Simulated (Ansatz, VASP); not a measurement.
# Au: VASP beside Ansatz

```
Au
1.0
     0.00000    2.07827    2.07827
     2.07827    0.00000    2.07827
     2.07827    2.07827    0.00000
Au
1
Direct
  0.00000 0.00000 0.00000
```

Alike in both runs: task single point; functional PBE; k mesh 14 × 14 × 14; occupations fermi-dirac, width 0.03 eV; no spin polarisation.

|  | VASP | Ansatz |
| --- | --- | --- |
| version | VASP 6.6.1 | Ansatz 0.2.0 |
| potentials or method | VASP PAW PBE potentials, release 64 (Au), cutoff 520 eV | all-electron LAPW, non-relativistic |

Ansatz gave:

| Quantity | Value |
| --- | --- |
| pressure (GPa) | 23.8 |

Problem. What did VASP give for the same quantities?

Solution. Pressure (GPa): -0.2.

One of these differences is far larger than is usual between the two programs; its cause wasn't traced. Ansatz ran all-electron here, and VASP with PAW potentials.

Neither program's run includes spin-orbit coupling.
